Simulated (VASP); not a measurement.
# Te2Mo (P6_3/mmc) in VASP: notebook, part 2 of 2

VASP 6.6.1. The steps go on from the part before.

### 3 Single point, PBEsol (strain along c alone, the other axes held: +6.0 %, then relaxed in part)

The input, INCAR:

```
SYSTEM = Te2Mo
ALGO = Normal ; EDIFF = 1E-6
ENCUT = 520 ; GGA = PS
ISIF = 2 ; ISMEAR = 0
LASPH = .TRUE. ; LCHARG = .TRUE.
LELF = .TRUE. ; LREAL = .FALSE.
LVHAR = .TRUE. ; LWAVE = .FALSE.
NBANDS = 35 ; NELM = 60
PREC = Accurate ; SIGMA = 0.02
```

The input, KPOINTS:

```
k-points
0
G
  12 12 2
  0 0 0
```

The input, POSCAR:

```
Te2Mo
1.0
    3.4941841252      0.0000000000      0.0000000000
   -1.7470920626      3.0260522179      0.0000000000
    0.0000000000      0.0000000000     14.8459655311
Te Mo
4 2
Direct
    0.3333333333      0.6666666667      0.6282329450
    0.6666666667      0.3333333333      0.1282329450
    0.6666666667      0.3333333333      0.3717670550
    0.3333333333      0.6666666667      0.8717670550
    0.3333333333      0.6666666667      0.2500000000
    0.6666666667      0.3333333333      0.7500000000
```

Potentials or basis: VASP PAW PBE potentials, release 64 (Te, Mo_sv).

Command:

```console
> cat potpaw_PBE.64/Te/POTCAR potpaw_PBE.64/Mo_sv/POTCAR > POTCAR
> mpirun -np 1 vasp_std > vasp.out
```

OUTCAR:

```text
SYSTEM = Te2Mo
   EDIFF = 1E-6
   ENCUT = 520
   GGA = PS
   ISIF = 2
   ISMEAR = 0
   LASPH = .TRUE.
   LREAL = .FALSE.
   NELM = 60
   PREC = Accurate

 ion  position               nearest neighbor table
   1  0.333  0.667  0.628-   6 2.71   6 2.71   6 2.71   4 3.62
   2  0.667  0.333  0.128-   5 2.71   5 2.71   5 2.71   3 3.62
   3  0.667  0.333  0.372-   5 2.71   5 2.71   5 2.71   2 3.62
   4  0.333  0.667  0.872-   6 2.71   6 2.71   6 2.71   1 3.62
   5  0.333  0.667  0.250-   2 2.71   3 2.71   2 2.71   3 2.71   2 2.71   3 2.71
   6  0.667  0.333  0.750-   1 2.71   4 2.71   1 2.71   4 2.71   1 2.71   4 2.71

  LATTYP: Found a hexagonal cell.
 ALAT       =     3.4941841252
 C/A-ratio  =     4.2487645182

  Lattice vectors:

 A1 = (   3.4941841252,   0.0000000000,   0.0000000000)
 A2 = (  -1.7470920626,   3.0260522179,   0.0000000000)
 A3 = (   0.0000000000,   0.0000000000,  14.8459655311)

Analysis of symmetry for initial positions (statically):
=====================================================================
 Subroutine PRICEL returns:
[... 185 lines left out ...]
 cond. band min:       8.2269554795   @ k =   0.2500   0.1667   0.0000
 fundamental gap:      0.9174529427
 Fermi energy:         7.4333898494

 k-point     1 :       0.0000    0.0000    0.0000
  band No.  band energies     occupation
      1     -53.2889      2.00000
      2     -53.2889      2.00000
      3     -27.5018      2.00000
      4     -27.5018      2.00000
      5     -27.3481      2.00000
      6     -27.3481      2.00000
[... 901 lines left out ...]
     34      11.0031      0.00000
     35      12.7574      0.00000

 [... further k-points ...]

------------------------ aborting loop because EDIFF is reached ----------------------------------------

  FORCE on cell =-STRESS in cart. coord.  units (eV):
  Direction    XX          YY          ZZ          XY          YZ          ZX
  --------------------------------------------------------------------------------------
  -------------------------------------------------------------------------------------
  Total       -0.2264296     -0.2264296     -0.8110658      0.0000000      0.0000000     -0.0000000
  in kB       -2.3110706     -2.3110706     -8.2782021      0.0000000      0.0000000     -0.0000000
  external PRESSURE =      -4.3001144 kB  Pullay stress =       0.0000000 kB

 VOLUME and BASIS-vectors are now :
 -----------------------------------------------------------------------------
  energy-cutoff  :      520.00
  volume of cell :      156.98
      direct lattice vectors                 reciprocal lattice vectors
     3.494184125  0.000000000  0.000000000     0.286189841  0.165231782  0.000000000
    -1.747092063  3.026052218  0.000000000     0.000000000  0.330463564  0.000000000
     0.000000000  0.000000000 14.845965531     0.000000000  0.000000000  0.067358367

 POSITION                                       TOTAL-FORCE (eV/Angst)
 -----------------------------------------------------------------------------------
     -0.00000      2.01737      9.32672         0.000000     -0.000000     -0.034104
      1.74709      1.00868      1.90374         0.000000     -0.000000     -0.034104
      1.74709      1.00868      5.51924         0.000000     -0.000000      0.034104
     -0.00000      2.01737     12.94222        -0.000000     -0.000000      0.034104
     -0.00000      2.01737      3.71149         0.000000     -0.000000      0.000000
      1.74709      1.00868     11.13447        -0.000000      0.000000      0.000000
 -----------------------------------------------------------------------------------
    total drift:                               -0.000000      0.000000     -0.000000

  FREE ENERGIE OF THE ION-ELECTRON SYSTEM (eV)
  ---------------------------------------------------
  free  energy   TOTEN  =       -39.3588949139 eV

  energy  without entropy=      -39.3588949139  energy(sigma->0) =      -39.35889491
```

OSZICAR:

```text
N       E                     dE             d eps       ncg     rms          rms(c)
DAV:   1     0.396561851183E+03    0.39656E+03   -0.26848E+04  3012   0.133E+03
DAV:   2    -0.186453946719E+02   -0.41521E+03   -0.40177E+03  3247   0.316E+02
DAV:   3    -0.403146107695E+02   -0.21669E+02   -0.21243E+02  3301   0.631E+01
DAV:   4    -0.408353100270E+02   -0.52070E+00   -0.51811E+00  3139   0.966E+00
DAV:   5    -0.408501356625E+02   -0.14826E-01   -0.14820E-01  3381   0.164E+00    0.232E+01
DAV:   6    -0.398971806799E+02    0.95295E+00   -0.62123E+00  2931   0.135E+01    0.871E+00
DAV:   7    -0.398065239072E+02    0.90657E-01   -0.48600E+00  2824   0.106E+01    0.620E+00
DAV:   8    -0.393639621679E+02    0.44256E+00   -0.10313E+00  2825   0.548E+00    0.272E+00
DAV:   9    -0.393675131478E+02   -0.35510E-02   -0.21536E-01  3089   0.206E+00    0.120E+00
DAV:  10    -0.393587860408E+02    0.87271E-02   -0.40547E-02  2872   0.119E+00    0.373E-01
DAV:  11    -0.393590803614E+02   -0.29432E-03   -0.23014E-03  2933   0.230E-01    0.226E-01
DAV:  12    -0.393589747376E+02    0.10562E-03   -0.22330E-04  3123   0.789E-02    0.200E-01
DAV:  13    -0.393589035194E+02    0.71218E-04   -0.16416E-04  2942   0.650E-02    0.698E-02
DAV:  14    -0.393588956769E+02    0.78425E-05   -0.24392E-05  3076   0.229E-02    0.450E-02
DAV:  15    -0.393588949139E+02    0.76296E-06   -0.69419E-07  1667   0.401E-03
   1 F= -.39358895E+02 E0= -.39358895E+02  d E =-.169880E-20
```

stdout:

```text
POSCAR found type information on POSCAR TeMo
 POSCAR found :  2 types and       6 ions
 scaLAPACK will be used
 -----------------------------------------------------------------------------
|                                                                             |
|                                                                             |
|     You enforced a specific xc type in the INCAR file but a different       |
|     I HOPE YOU KNOW WHAT YOU ARE DOING!                                     |
|                                                                             |
 -----------------------------------------------------------------------------

 LDA part: xc-table for (Slater+PW92), standard interpolation
 POSCAR, INCAR and KPOINTS ok, starting setup
 FFT: planning ... GRIDC
 FFT: planning ... GRID_SOFT
 FFT: planning ... GRID
 WAVECAR not read
 entering main loop
```

Wall time 1.8 min (1 thread of Intel Xeon 6975P-C (Granite Rapids), shared host); peak memory 0.38 GiB.

What came out:

| Item | Value |
| --- | --- |
| Free energy | -39.3589 eV |
| Pressure | -0.4 GPa |
| Largest force | 0.034 eV/Å |
| Band gap on the k mesh | 0.92 eV, indirect (least direct gap 1.13 eV) |

Forces in eV/Å, atoms in the order of the input:
```
Te   0.000  0.000 -0.034
Te   0.000  0.000 -0.034
Te   0.000  0.000  0.034
Te   0.000  0.000  0.034
Mo   0.000  0.000  0.000
Mo   0.000  0.000  0.000
```

Levels at points of the mesh, in eV from the valence-band top:
| k point | band 23 | band 24 | band 25 | band 26 | band 27 | band 28 | band 29 | band 30 |
| --- | --- | --- | --- | --- | --- | --- | --- | --- |
| (0.00, 0.00, 0.00) | -0.88 | -0.88 | -0.85 | -0.16 | 3.17 | 3.17 | 3.23 | 3.23 |
| (0.50, 0.00, 0.00) | -0.87 | -0.87 | -0.33 | -0.20 | 1.45 | 1.48 | 1.63 | 1.89 |
| (0.00, 0.00, 0.50) | -0.89 | -0.89 | -0.31 | -0.31 | 3.19 | 3.19 | 3.19 | 3.19 |
| (0.50, 0.00, 0.50) | -0.87 | -0.87 | -0.26 | -0.26 | 1.47 | 1.47 | 1.77 | 1.77 |

Caveat: the cell differs from its parent crystal (strain along c alone, the other axes held: +6.0 %, then relaxed in part); the PAW data sets were made with another functional, which shifts forces and pressure a little; spin-orbit coupling is left out, which moves the levels of the heavy elements; this functional lacks dispersion, which binds the layers, so the pressure and a relaxed spacing across them are unreliable.

### 4 Single point, PBEsol

This run uses another cell than the first one, of 26.16 Å³/atom, 1.019 times its volume.

The input, INCAR:

```
ALGO = Normal ; EDIFF = 1E-6
ENCUT = 520 ; GGA = PS
ISIF = 2 ; ISMEAR = 0
LASPH = True ; LCHARG = False
LREAL = False ; LWAVE = False
NBANDS = 35 ; NELM = 100
PREC = Accurate ; SIGMA = 0.02
```

The input, KPOINTS:

```
k-points
0
Gamma
  12 12 2
```

POSCAR is that of step 3.

Command:

```console
> cat potpaw_PBE.64/Te/POTCAR potpaw_PBE.64/Mo_sv/POTCAR > POTCAR
> mpirun -np 1 vasp_std > vasp.out
```

It took 1.7 min on 1 thread of Intel Xeon 6975P-C (Granite Rapids), shared host; peak memory 0.38 GiB.

Results (log left out):

| Quantity | Value |
| --- | --- |
| Free energy | -39.3589 eV |
| Pressure | -0.4 GPa |
| Largest force | 0.034 eV/Å |
| Band gap on the k mesh | 0.92 eV, indirect (least direct gap 1.13 eV) |

Forces on the atoms (eV/Å):
```
Te   0.000  0.000 -0.034
Te   0.000  0.000 -0.034
Te   0.000  0.000  0.034
Te   0.000  0.000  0.034
Mo   0.000  0.000  0.000
Mo   0.000  0.000  0.000
```

Stress tensor (GPa, compression positive):
```
-0.23  0.00  0.00
 0.00 -0.23  0.00
 0.00  0.00 -0.83
```

Levels at points of the mesh, in eV from the valence-band top:
| k point | band 22 | band 23 | band 24 | band 25 | band 26 | band 27 | band 28 | band 29 | band 30 | band 31 |
| --- | --- | --- | --- | --- | --- | --- | --- | --- | --- | --- |
| (0.00, 0.00, 0.00) | -0.90 | -0.88 | -0.88 | -0.85 | -0.16 | 3.17 | 3.17 | 3.23 | 3.23 | 3.44 |
| (0.50, 0.00, 0.00) | -1.76 | -0.87 | -0.87 | -0.33 | -0.20 | 1.45 | 1.48 | 1.63 | 1.89 | 2.81 |
| (0.00, 0.00, 0.50) | -0.89 | -0.89 | -0.89 | -0.31 | -0.31 | 3.19 | 3.19 | 3.19 | 3.19 | 3.50 |
| (0.50, 0.00, 0.50) | -1.80 | -0.87 | -0.87 | -0.26 | -0.26 | 1.47 | 1.47 | 1.77 | 1.77 | 3.17 |

Caveat: the PAW data sets were made with another functional, which shifts forces and pressure a little; spin-orbit coupling is left out, which moves the levels of the heavy elements; this functional lacks dispersion, which binds the layers, so the pressure and a relaxed spacing across them are unreliable.
